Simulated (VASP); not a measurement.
# Mg16O17 (a cell with a defect) in VASP: a series of runs

The runs below take Mg16O17 (a cell with a defect) through relaxation of the atoms, with PBE.

Everything below comes from runs of VASP 6.6.1. Logs are shortened: lines on timing, memory, paths and dates and some standing lists are left out, and cuts for length are marked.

## 1. The cell of the first run

The cell holds a defect, 33 atoms: a = 7.369 Å, b = 7.369 Å, c = 7.369 Å, α = 109.47°, β = 109.47°, γ = 109.47°.

## 2. Relaxation of the atoms, PBE

INCAR reads:

```
SYSTEM = Mg16O17
ALGO = Normal
EDIFF = 1E-7
EDIFFG = -0.02
ENCUT = 520
GGA = PE
GGA_COMPAT = .FALSE.
IBRION = 2
ISIF = 2
ISMEAR = -1
ISYM = -1
LASPH = .TRUE.
LCHARG = .FALSE.
LREAL = Auto
LWAVE = .FALSE.
NELECT = 136.0
NELM = 120
NELMIN = 4
NSW = 90
PREC = Accurate
SIGMA = 0.01
```

KPOINTS reads:

```
explicit points
1
Reciprocal
  0.25000000   0.25000000   0.25000000 1
```

POSCAR reads:

```
Mg16O17
1.0
   -4.2543812300      4.2543812300      4.2543812300
    4.2543812300     -4.2543812300      4.2543812300
    4.2543812300      4.2543812300     -4.2543812300
Mg O
16 17
Direct
    0.0000000000      0.0000000000      0.0000000000
    0.0022129600      0.2566655900      0.7500055900
    0.0043315100      0.4974788700      0.4976310300
    0.0022146700      0.7498433100      0.2568035900
    0.2566855900      0.0022428800      0.7499948400
    0.2500000000      0.2500000000      0.5000000000
    0.2430371000      0.4953965600      0.2431865000
    0.2566442900      0.7498226000      0.0023597100
    0.4974490900      0.0042623500      0.4975988100
    0.4953905700      0.2429878200      0.2431386700
    0.5000000000      0.5000000000      0.0000000000
    0.5000000000      0.7500000000      0.7500000000
    0.7498533900      0.0022504800      0.2568528800
    0.7498622300      0.2567177500      0.0024021900
    0.7500000000      0.5000000000      0.7500000000
    0.7500000000      0.7500000000      0.5000000000
    0.0063798200      0.0063909800      0.5121507200
   -0.0122833700      0.2442419000      0.2443929400
    0.0063691000      0.5119939700      0.0065262000
    0.0000000000      0.7500000000      0.7500000000
    0.2442283400     -0.0123149100      0.2443812000
    0.2442335500      0.2442427700     -0.0121466300
    0.2500000000      0.5000000000      0.7500000000
    0.2554555300      0.7498479700      0.4934754700
    0.5119772900      0.0063902500      0.0065366400
    0.5000000000      0.2500000000      0.7500000000
    0.5000000000      0.5000000000      0.5000000000
    0.4933146000      0.7498438300      0.2556251500
    0.7500000000      0.0000000000      0.7500000000
    0.7498569800      0.2554551800      0.4934679000
    0.7498553500      0.4933201000      0.2556098400
    0.7500000000      0.7500000000      0.0000000000
    0.5000000000      0.5000000000      0.7500000000
```

Potentials or basis: VASP PAW PBE potentials, release 64 (Mg, O).

Command:

```sh
cat potpaw_PBE.64/Mg/POTCAR potpaw_PBE.64/O/POTCAR > POTCAR
mpirun -np 1 vasp_std > vasp.out
```

OUTCAR:

```text
SYSTEM = Mg16O17
   EDIFF = 1E-7
   EDIFFG = -0.02
   ENCUT = 520
   GGA = PE
   IBRION = 2
   ISIF = 2
   ISMEAR = -1
   ISYM = -1
   LASPH = .TRUE.
   LREAL = Auto
   NELECT = 136.0
   NELM = 120
   NELMIN = 4
   NSW = 90
   PREC = Accurate

 ion  position               nearest neighbor table
   1  0.000  0.000  0.000-  20 2.13  29 2.13  32 2.13  22 2.13  18 2.13  21 2.13  10 2.98   7 2.98
                             6 3.01  16 3.01  15 3.01  12 3.01   2 3.05   5 3.05   8 3.05  14 3.05
   2  0.002  0.257  0.750-  23 2.09  22 2.10  17 2.10  30 2.16  19 2.16  29 2.17  13 2.97   8 2.97
                             7 2.97   3 2.97  15 2.98  11 3.00   6 3.00  14 3.04   9 3.04   1 3.05
   3  0.004  0.497  0.498-  18 2.09  30 2.10  31 2.10  23 2.11  24 2.16  20 2.17   6 2.97   7 2.97
                             2 2.97   4 2.97  13 2.98  14 2.98  12 2.98   8 3.04   5 3.04  15 3.05
   4  0.002  0.750  0.257-  24 2.09  21 2.10  19 2.10  31 2.16  17 2.16  32 2.17  14 2.97   5 2.97
                             3 2.97   9 2.98  16 2.98   7 2.98   6 3.01  11 3.02  13 3.04  15 3.05
   5  0.257  0.002  0.750-  26 2.09  17 2.10  22 2.10  24 2.16  25 2.16  20 2.17  10 2.97   9 2.97
                            14 2.97   4 2.97  12 2.98   6 3.00  11 3.00   3 3.04   8 3.04  16 3.05
   6  0.250  0.250  0.500-  33 1.84  17 2.13  26 2.13  27 2.13  23 2.13  18 2.18  21 2.18   3 2.97
                             9 2.97   5 3.00   2 3.00  12 3.01  15 3.01  11 3.01   1 3.01  13 3.01
   7  0.243  0.495  0.243-  19 2.09  28 2.10  24 2.10  18 2.16  22 2.16  27 2.17   3 2.97  14 2.97
                             2 2.97   1 2.98   8 2.98   4 2.98  11 3.01   6 3.02  10 3.04  12 3.05
   8  0.257  0.750  0.002-  28 2.09  19 2.10  21 2.10  23 2.11  25 2.16  20 2.17  11 2.97   2 2.97
                            10 2.97  13 2.97   9 2.98   7 2.98  12 2.98   3 3.04   5 3.04  15 3.05
   9  0.497  0.004  0.498-  21 2.09  28 2.10  24 2.10  26 2.11  30 2.16  29 2.17   6 2.97  13 2.97
[... 18 lines left out ...]
  20  0.000  0.750  0.750-   1 2.13  15 2.13  16 2.13   5 2.17   8 2.17   3 2.17
  21  0.244  0.988  0.244-   9 2.09   4 2.10   8 2.10   1 2.13  10 2.16   6 2.18
  22  0.244  0.244  0.988-   2 2.10   5 2.10  11 2.13   1 2.13   7 2.16  10 2.16
  23  0.250  0.500  0.750-  33 1.84   2 2.09   3 2.11   8 2.11  11 2.13  12 2.13   6 2.13
  24  0.255  0.750  0.493-   4 2.09   9 2.10   7 2.10  12 2.13   3 2.16   5 2.16
  25  0.512  0.006  0.007-  10 2.09  13 2.10  14 2.10  12 2.13   5 2.16   8 2.16
  26  0.500  0.250  0.750-  33 1.84   5 2.09  14 2.11   9 2.11   6 2.13  15 2.13  11 2.13
  27  0.500  0.500  0.500-  33 1.84  12 2.13  15 2.13  16 2.13   6 2.13   7 2.17  10 2.17
  28  0.493  0.750  0.256-   8 2.09   9 2.10   7 2.10  16 2.13  13 2.16  11 2.18
  29  0.750  0.000  0.750-   1 2.13  12 2.13  16 2.13   2 2.17   9 2.17  14 2.17
  30  0.750  0.255  0.493-  13 2.09  10 2.10   3 2.10  15 2.13   2 2.16   9 2.16
  31  0.750  0.493  0.256-  14 2.09  10 2.10   3 2.10  16 2.13   4 2.16  11 2.18
  32  0.750  0.750  0.000-  33 1.84  11 2.13  12 2.13  15 2.13   1 2.13   4 2.17  13 2.17
  33  0.500  0.500  0.750-   6 1.84  11 1.84  12 1.84  15 1.84  23 1.84  26 1.84  27 1.84  32 1.84

IMPORTANT INFORMATION: All symmetrisations will be switched off!
NOSYMM: (Re-)initialisation of all symmetry stuff for point group C_1.

[... 153 lines left out ...]
--------------------------------------- Ionic step        1  -------------------------------------------

 number of electron     136.0000023 magnetization

 Free energy of the ion-electron system (eV)
  ---------------------------------------------------
  ext. energy  EPLUGINS =         0.00000000
  ---------------------------------------------------
  free energy    TOTEN  =      -171.34742978 eV

  energy without entropy =     -171.34742978  energy(sigma->0) =     -171.34742978

------------------------ aborting loop because EDIFF is reached ----------------------------------------

  FORCE on cell =-STRESS in cart. coord.  units (eV):
  Direction    XX          YY          ZZ          XY          YZ          ZX
  --------------------------------------------------------------------------------------
  -------------------------------------------------------------------------------------
  Total       46.1062548     46.1013009     45.1695355     -0.3212274      0.0000133     -0.0002063
  in kB      239.8287395    239.8029712    234.9562512     -1.6709137      0.0000690     -0.0010732
  external PRESSURE =     238.1959873 kB  Pullay stress =       0.0000000 kB
[... 182 lines left out ...]
  FREE ENERGIE OF THE ION-ELECTRON SYSTEM (eV)
  ---------------------------------------------------
  free  energy   TOTEN  =      -180.0165672432 eV

  energy  without entropy=     -180.0165672432  energy(sigma->0) =     -180.01656724

[... ionic steps 4 to 9 ...]

--------------------------------------- Ionic step       10  -------------------------------------------

 number of electron     135.9999999 magnetization

------------------------ aborting loop because EDIFF is reached ----------------------------------------
[... 129 lines left out ...]
--------------------------------------- Ionic step       12  -------------------------------------------

 number of electron     135.9999999 magnetization

 Free energy of the ion-electron system (eV)
  ---------------------------------------------------
  ext. energy  EPLUGINS =         0.00000000
  ---------------------------------------------------
  free energy    TOTEN  =      -180.73739085 eV

  energy without entropy =     -180.73739085  energy(sigma->0) =     -180.73739085

 E-fermi :   5.1813     XC(G=0): -11.1369

 val. band max:        4.9101174282   @ k =   0.2500   0.2500   0.2500
 cond. band min:       9.9177013321   @ k =   0.2500   0.2500   0.2500
 fundamental gap:      5.0075839039
 Fermi energy:         5.1813460302

 k-point     1 :       0.2500    0.2500    0.2500
  band No.  band energies     occupation
      1     -13.7543      2.00000
      2     -13.7515      2.00000
      3     -13.7487      2.00000
      4     -13.4298      2.00000
      5     -12.9981      2.00000
      6     -12.9978      2.00000
[... 72 lines left out ...]
     79      12.6497      0.00000
     80      12.6506      0.00000
 [bands above 80 left out]

------------------------ aborting loop because EDIFF is reached ----------------------------------------

  FORCE on cell =-STRESS in cart. coord.  units (eV):
  Direction    XX          YY          ZZ          XY          YZ          ZX
  --------------------------------------------------------------------------------------
  -------------------------------------------------------------------------------------
  Total       37.4348290     37.4300129     36.8875567      0.0947562      0.0001634     -0.0000266
  in kB      194.7229914    194.6979396    191.8762711      0.4928887      0.0008498     -0.0001385
  external PRESSURE =     193.7657340 kB  Pullay stress =       0.0000000 kB
[... 48 lines left out ...]
  FREE ENERGIE OF THE ION-ELECTRON SYSTEM (eV)
  ---------------------------------------------------
  free  energy   TOTEN  =      -180.7373908529 eV

  energy  without entropy=     -180.7373908529  energy(sigma->0) =     -180.73739085

 reached required accuracy - stopping structural energy minimisation
```

OSZICAR:

```text
N       E                     dE             d eps       ncg     rms          rms(c)
DAV:   1     0.810678310915E+03    0.81068E+03   -0.68870E+04   178   0.147E+03
DAV:   2    -0.145735593344E+03   -0.95641E+03   -0.93968E+03   207   0.315E+02
DAV:   3    -0.205609477813E+03   -0.59874E+02   -0.59620E+02   204   0.843E+01
[... 137 lines left out ...]
DAV:   3    -0.180737397056E+03    0.13870E-04   -0.44164E-05   204   0.268E-02    0.152E-02
DAV:   4    -0.180737391940E+03    0.51162E-05   -0.15586E-05   196   0.174E-02    0.687E-03
DAV:   5    -0.180737390730E+03    0.12096E-05   -0.50550E-06   204   0.109E-02    0.254E-03
DAV:   6    -0.180737390880E+03   -0.15008E-06   -0.23361E-06   196   0.654E-03    0.210E-03
DAV:   7    -0.180737390853E+03    0.27447E-07   -0.14401E-07   108   0.181E-03
  12 F= -.18073739E+03 E0= -.18073739E+03  d E =-.441430E-03
```

CONTCAR:

```text
Mg16O17
   1.00000000000000
    -4.2543812299999999    4.2543812299999999    4.2543812299999999
     4.2543812299999999   -4.2543812299999999    4.2543812299999999
     4.2543812299999999    4.2543812299999999   -4.2543812299999999
  Mg              O
    16    17
Direct
     0.0065530735944895    0.0065532620194937    0.0044763913495341
     0.9937240628500218    0.2476239839799377    0.7500004641629945
     0.9934020232505700    0.5001849183549061    0.4975807516486000
     0.0073736208029240    0.7549341692393045    0.2574818064307923
     0.2476257665899503    0.9937267151685637    0.7499992598039597
     0.2483490766382239    0.2483475756143277    0.4972555285542166
[... 25 lines left out ...]
     0.8163068841813841    0.8163133547928113    0.0671139399403293
     0.5010855346860712    0.5010875892351835    0.7500004216597239

  0.00000000E+00  0.00000000E+00  0.00000000E+00
  0.00000000E+00  0.00000000E+00  0.00000000E+00
  0.00000000E+00  0.00000000E+00  0.00000000E+00
  0.00000000E+00  0.00000000E+00  0.00000000E+00
  0.00000000E+00  0.00000000E+00  0.00000000E+00
  0.00000000E+00  0.00000000E+00  0.00000000E+00
[... 25 lines left out ...]
  0.00000000E+00  0.00000000E+00  0.00000000E+00
  0.00000000E+00  0.00000000E+00  0.00000000E+00
```

Run time: 19 min. Hardware: 1 thread of Intel Xeon Platinum 8375C at 2.90GHz (Ice Lake), shared host; peak memory 0.45 GiB.

What came out:

```yaml
Free_energy: -180.7374 eV
Energy_gained_by_relaxing: 284.5 meV/atom
Ionic_steps: 12
Largest_force_after_relaxing: 0.018 eV/Å
```

Forces in eV/Å, atoms in the order of the input:
```
Mg  -0.003 -0.003  0.007
Mg   0.004 -0.004  0.001
Mg   0.001  0.000 -0.001
Mg  -0.010 -0.007  0.000
Mg  -0.004  0.004  0.001
Mg   0.003  0.003 -0.012
Mg   0.010  0.007  0.000
Mg   0.000 -0.001 -0.001
Mg   0.000  0.001 -0.001
Mg   0.007  0.010  0.000
Mg  -0.003 -0.003 -0.012
Mg  -0.003  0.003 -0.003
Mg  -0.007 -0.010  0.000
Mg  -0.001  0.000 -0.001
Mg   0.003 -0.003 -0.003
Mg   0.003  0.003  0.007
O   -0.008 -0.008 -0.006
O   -0.001 -0.001  0.003
O   -0.004  0.001 -0.001
O   -0.004  0.004  0.010
O   -0.001 -0.001  0.004
O    0.008  0.008 -0.006
O   -0.004  0.003  0.004
O    0.004 -0.001 -0.001
O    0.001 -0.004 -0.001
O    0.004 -0.004  0.004
O    0.009  0.009  0.005
O    0.001  0.001  0.004
O    0.005 -0.005  0.010
O   -0.001  0.004 -0.001
O    0.001  0.001  0.003
O   -0.009 -0.009  0.005
O    0.000  0.000 -0.018
```

The path:
| step | energy change (eV) | largest force (eV/Å) | pressure (GPa) |
| --- | --- | --- | --- |
| 1 | 0.0000 | 9.9107 | 23.82 |
| 2 | -8.5314 | 1.5861 | 20.94 |
| 3 | -8.6691 | 1.2919 | 20.22 |
| 4 | -9.2455 | 0.4868 | 19.21 |
| 5 | -9.2743 | 0.6645 | 19.04 |
| 6 | -9.3745 | 0.2553 | 19.35 |
| 7 | -9.3765 | 0.3509 | 19.42 |
| 8 | -9.3864 | 0.2085 | 19.43 |
| 9 | -9.3865 | 0.1576 | 19.43 |
| 10 | -9.3895 | 0.0410 | 19.38 |
| 11 | -9.3895 | 0.0407 | 19.38 |
| 12 | -9.3900 | 0.0179 | 19.38 |

Final structure:
```
Mg O
1.0
    -4.25438    4.25438    4.25438
     4.25438   -4.25438    4.25438
     4.25438    4.25438   -4.25438
Mg O
16 17
Direct
  0.00655 0.00655 0.00448
  0.99372 0.24762 0.75000
  0.99340 0.50018 0.49758
  0.00737 0.75493 0.25748
  0.24763 0.99373 0.75000
  0.24835 0.24835 0.49726
  0.24745 0.49989 0.24252
  0.24581 0.75260 0.00242
  0.50018 0.99339 0.49758
  0.49989 0.24745 0.24251
  0.50109 0.50110 0.00275
  0.49973 0.75318 0.75001
  0.75494 0.00738 0.25749
  0.75260 0.24582 0.00242
  0.75317 0.49972 0.74999
  0.75208 0.75208 0.49552
  0.00598 0.00598 0.51261
  0.00553 0.26227 0.25539
  0.99477 0.50017 0.00659
  0.99432 0.75649 0.75000
  0.26226 0.00553 0.25538
  0.24337 0.24337 0.98739
  0.18451 0.50030 0.75000
  0.24358 0.73819 0.49341
  0.50017 0.99478 0.00659
  0.50030 0.18451 0.75000
  0.49920 0.49919 0.43289
  0.50014 0.75688 0.24462
  0.75649 0.99432 0.75000
  0.73818 0.24358 0.49341
  0.75688 0.50015 0.24461
  0.81631 0.81631 0.06711
  0.50109 0.50109 0.75000
```

Levels at points of the mesh, in eV from the Fermi level:
```
           k point  band 66  band 67  band 68  band 69  band 70  band 71
(0.25, 0.25, 0.25)    -0.30    -0.29    -0.27     4.74     4.74     4.74
```

Caveat: the cell carries a net charge on a neutralising background, which shifts energy and pressure; the cell is charged against a uniform background, so pressure and absolute levels hang on convention.

## 3. Relaxation of the atoms, PBE

INCAR, as its differences from that of step 2:

```diff
@@ -15,3 +15,2 @@
 LWAVE = .FALSE.
-NELECT = 136.0
 NELM = 120
```

KPOINTS is that of step 2.

POSCAR reads:

```
Mg16O17
1.0
   -4.2543812300      4.2543812300      4.2543812300
    4.2543812300     -4.2543812300      4.2543812300
    4.2543812300      4.2543812300     -4.2543812300
Mg O
16 17
Direct
    0.0000000000      0.0000000000      0.0000000000
   -0.0031613100      0.2494684200      0.7493842800
   -0.0017936300      0.4845775700      0.4844694200
   -0.0030839800      0.7494408400      0.2493668600
    0.2630714900      0.0143158300      0.7493906900
    0.2500000000      0.2500000000      0.5000000000
    0.2465942900      0.4991228600      0.2486085900
    0.2631010800      0.7494722100      0.0143031000
    0.4968633000     -0.0002903200      0.4989167100
    0.4969173800      0.2494319200      0.2493783800
    0.5000000000      0.5000000000      0.0000000000
    0.5000000000      0.7500000000      0.7500000000
    0.7473941900     -0.0001072000      0.2501506500
    0.7472861100      0.2501420000     -0.0001904200
    0.7500000000      0.5000000000      0.7500000000
    0.7500000000      0.7500000000      0.5000000000
   -0.0030900400     -0.0018589800      0.5006701000
   -0.0031596900      0.2493958800      0.2493155000
   -0.0030161500      0.5008161500     -0.0019259700
    0.0000000000      0.7500000000      0.7500000000
    0.2456225500     -0.0018784800      0.2467552100
    0.2456103400      0.2468398900     -0.0019204500
    0.2500000000      0.5000000000      0.7500000000
    0.2532513900      0.7494414400      0.4899016200
    0.5127139300      0.0089232600      0.0088399700
    0.5000000000      0.2500000000      0.7500000000
    0.5000000000      0.5000000000      0.5000000000
    0.4969199200      0.7494540200      0.2494213100
    0.7500000000      0.0000000000      0.7500000000
    0.7482898600      0.2521239700      0.5006894700
    0.7482157800      0.5007510200      0.2519796400
    0.7500000000      0.7500000000      0.0000000000
    0.5000000000      0.5000000000      0.7500000000
```

Potentials or basis: VASP PAW PBE potentials, release 64 (Mg, O).

Command:

```sh
cat potpaw_PBE.64/Mg/POTCAR potpaw_PBE.64/O/POTCAR > POTCAR
mpirun -np 1 vasp_std > vasp.out
```

Run time: 1.5 h. Hardware: 1 thread of Intel Xeon Platinum 8375C at 2.90GHz (Ice Lake), shared host; peak memory 0.46 GiB.

Results (log left out):

* Free energy: -192.9768 eV
* Energy gained by relaxing: 243.2 meV/atom
* Ionic steps: 51
* Pressure after relaxing: 6.5 GPa
* Largest force after relaxing: 0.019 eV/Å
* Band gap on the k mesh: 5.30 eV

Forces in eV/Å, atoms in the order of the input:
```
Mg   0.003  0.002  0.000
Mg  -0.004  0.003 -0.006
Mg   0.000 -0.005 -0.001
Mg   0.000  0.000  0.002
Mg  -0.001  0.002  0.002
Mg  -0.005  0.004  0.004
Mg   0.000 -0.002  0.003
Mg   0.000 -0.004 -0.003
Mg   0.001 -0.001 -0.002
Mg   0.000 -0.001 -0.001
Mg  -0.001  0.003  0.000
Mg  -0.001  0.000  0.006
Mg   0.001  0.000  0.002
Mg  -0.001 -0.001 -0.001
Mg   0.001  0.002 -0.001
Mg   0.000 -0.002 -0.001
O    0.005 -0.001  0.000
O    0.004  0.000  0.000
O   -0.001  0.000  0.000
O    0.001  0.000 -0.002
O    0.001  0.001  0.000
O    0.000 -0.002 -0.006
O   -0.014  0.002  0.010
O   -0.001 -0.003  0.003
O   -0.002  0.001 -0.002
O   -0.001  0.003 -0.002
O    0.004  0.002 -0.002
O   -0.001 -0.003  0.002
O   -0.003  0.000  0.001
O    0.002 -0.003 -0.004
O    0.000 -0.001  0.000
O   -0.006  0.000  0.000
O    0.019  0.003 -0.003
```

Stress tensor (GPa, compression positive):
```
 6.51 -1.54 -1.53
-1.54  6.45  1.55
-1.53  1.55  6.47
```

Step by step:
```csv
step,energy change (eV),largest force (eV/Å),pressure (GPa)
1,0.0000,6.7437,11.39
3,-4.3318,1.0327,8.63
5,-4.6589,1.2419,8.03
7,-4.8087,1.1647,8.14
9,-5.0358,2.9735,8.15
11,-5.0808,3.1210,8.07
13,-5.2365,2.3752,8.12
15,-5.7601,2.1688,7.79
17,-6.0541,1.9879,7.86
19,-6.3348,1.6542,7.71
21,-6.5400,3.1246,7.86
23,-7.2369,1.2407,7.02
25,-7.6143,0.9047,6.81
27,-7.7908,0.4731,6.71
29,-7.9303,0.4696,6.58
31,-7.9687,0.6096,6.46
33,-7.9929,0.2833,6.50
35,-8.0064,0.3099,6.47
37,-8.0145,0.2668,6.49
39,-8.0199,0.1275,6.47
41,-8.0222,0.1354,6.49
43,-8.0233,0.0877,6.48
45,-8.0239,0.0343,6.48
47,-8.0241,0.0443,6.47
49,-8.0242,0.0266,6.48
51,-8.0243,0.0192,6.48
```

Final structure:
```cif
data_structure
_symmetry_space_group_name_H-M 'P 1'
_symmetry_Int_Tables_number 1
_cell_length_a 7.3688
_cell_length_b 7.3688
_cell_length_c 7.3688
_cell_angle_alpha 109.471
_cell_angle_beta 109.471
_cell_angle_gamma 109.471
_cell_volume 308.01
loop_
_atom_site_label
_atom_site_type_symbol
_atom_site_fract_x
_atom_site_fract_y
_atom_site_fract_z
_atom_site_occupancy
Mg1 Mg 0.00770 0.00064 0.99986 1
Mg2 Mg 0.99118 0.23525 0.74965 1
Mg3 Mg 0.99129 0.50000 0.48489 1
Mg4 Mg 0.00770 0.75025 0.25032 1
Mg5 Mg 0.25738 0.00001 0.74963 1
Mg6 Mg 0.25848 0.23482 0.48446 1
Mg7 Mg 0.25743 0.49994 0.24967 1
Mg8 Mg 0.25625 0.76507 0.01475 1
Mg9 Mg 0.50712 0.99931 0.49934 1
Mg10 Mg 0.50714 0.24970 0.24892 1
Mg11 Mg 0.52356 0.49999 0.01436 1
Mg12 Mg 0.52358 0.76486 0.74966 1
Mg13 Mg 0.75740 0.99994 0.24963 1
Mg14 Mg 0.75743 0.24968 0.00003 1
Mg15 Mg 0.75735 0.49999 0.74957 1
Mg16 Mg 0.75744 0.75034 0.49927 1
O1 O 0.00867 0.00244 0.50086 1
O2 O 0.00866 0.25120 0.25210 1
O3 O 0.00097 0.50003 0.00910 1
O4 O 0.00100 0.75945 0.74964 1
O5 O 0.25737 0.99995 0.24958 1
O6 O 0.25747 0.25132 0.99832 1
O7 O 0.15993 0.50027 0.75003 1
O8 O 0.25740 0.74867 0.50098 1
O9 O 0.50617 0.99752 0.99844 1
O10 O 0.51381 0.24055 0.74955 1
O11 O 0.51383 0.49994 0.49004 1
O12 O 0.50617 0.74874 0.24715 1
O13 O 0.75739 0.00003 0.74966 1
O14 O 0.74169 0.24056 0.49019 1
O15 O 0.75742 0.49999 0.24962 1
O16 O 0.77318 0.75951 0.00912 1
O17 O 0.35498 0.49963 0.74912 1
```

Levels at points of the mesh, in eV from the valence-band top:
| k point | band 63 | band 64 | band 65 | band 66 | band 67 | band 68 | band 69 | band 70 | band 71 | band 72 |
| --- | --- | --- | --- | --- | --- | --- | --- | --- | --- | --- |
| (0.25, 0.25, 0.25) | -0.50 | -0.49 | -0.49 | -0.01 | 0.00 | 5.30 | 6.64 | 6.64 | 6.80 | 7.15 |
